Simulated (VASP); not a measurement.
Set up this calculation in VASP 6.6.1, as the native input.

* Task: single point
* Functional: LDA
* Potentials or basis: VASP PAW LDA potentials, release 64 (Ta_pv, S)
* Cutoff: 500 eV
* k mesh: 9 × 9 × 5
* Occupations: fermi-dirac, width 0.03 eV
* Spin: no spin polarisation
* Dipole correction: no
* Further INCAR settings: ALGO = Normal; EDIFF = 1e-06; NBANDS = 18

The structure of TaS2 lies in POSCAR:

```
TaS2
1.0
    3.3500021206      0.0000000000      0.0000000000
   -1.6750010603      2.9011869392      0.0000000000
    0.0000000000      0.0000000000      5.8600000000
Ta S
1 2
Direct
    0.0000000000      0.0000000000      0.0000000000
    0.3333333333      0.6666666667      0.2500000000
    0.6666666667      0.3333333333      0.7500000000
```

The input as run:

INCAR

```
ALGO = Normal
EDIFF = 1E-6
ENCUT = 500
GGA_COMPAT = False
ISIF = 2
ISMEAR = -1
LASPH = True
LCHARG = False
LREAL = False
LWAVE = False
NBANDS = 18
NELM = 120
PREC = Accurate
SIGMA = 0.03
```

KPOINTS

```
k-points
0
Gamma
  9 9 5
```

Potentials or basis: VASP PAW LDA potentials, release 64 (Ta_pv, S).

Launch:

```sh
$ cat potpaw_LDA.64/Ta_pv/POTCAR potpaw_LDA.64/S/POTCAR > POTCAR
$ mpirun -np 1 vasp_std > vasp.out
```

Results of the run:

| Property | Result |
| --- | --- |
| Pressure | 1.7 GPa |
| Largest force | 0.829 eV/Å |

Wall time 24 s on 1 thread of Intel Xeon 6455B, on a shared host, peak memory 0.18 GiB.
